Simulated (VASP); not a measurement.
A run of VASP 6.6.1:

Contents of POSCAR:

```
Ag
1.0
   -1.6556500000      1.6556500000      1.6556500000
    1.6556500000     -1.6556500000      1.6556500000
    1.6556500000      1.6556500000     -1.6556500000
Ag
1
Direct
    0.0000000000      0.0000000000      0.0000000000
```

File INCAR.step1:

```
  PREC = Accurate
  ENCUT = 470
  EDIFF = 1E-6
  ISMEAR = -1
  SIGMA = 0.3
  LREAL = False
  LASPH = True
  NELM = 120
  ALGO = Normal
  ISIF = 2
  LWAVE = False
  LCHARG = True
  LMAXMIX = 4
  GGA = PS
  NBANDS = 16
  GGA_COMPAT = False
  NEDOS = 2001
  LORBIT = 11
```

The input KPOINTS.step1:

```
Automatic mesh
0
Gamma
  7 7 7
```

INCAR.step2

```
  PREC = Accurate
  ENCUT = 470
  EDIFF = 1E-6
  ISMEAR = -5
  SIGMA = 0.3
  LREAL = False
  LASPH = True
  NELM = 120
  ALGO = Normal
  ISIF = 2
  LWAVE = False
  LCHARG = False
  LMAXMIX = 4
  GGA = PS
  LORBIT = 11
  NBANDS = 16
  NEDOS = 2001
  ICHARG = 11
  GGA_COMPAT = False
```

File KPOINTS.step2:

```
Automatic mesh
0
Gamma
  11 11 11
```

Potentials or basis: VASP PAW PBE potentials, release 64 (Ag_sv_GW).

Run with:

```bash
$ cat potpaw_PBE.64/Ag_sv_GW/POTCAR > POTCAR
$ cp INCAR.step1 INCAR
$ cp KPOINTS.step1 KPOINTS
$ mpirun -np 1 vasp_std > vasp.out
$ cp INCAR.step2 INCAR
$ cp KPOINTS.step2 KPOINTS
$ mpirun -np 1 vasp_std > vasp.out
```

Hardware: 1 thread of AMD EPYC 7R43 64-Core Processor (Zen 3) (shared host).

**Question.** How long does it take, and how much memory?

**Answer.** It took 25 s on 1 thread of AMD EPYC 7R43 64-Core Processor (Zen 3), on a shared host, peak memory 0.1 GiB. Counts: k points 56.
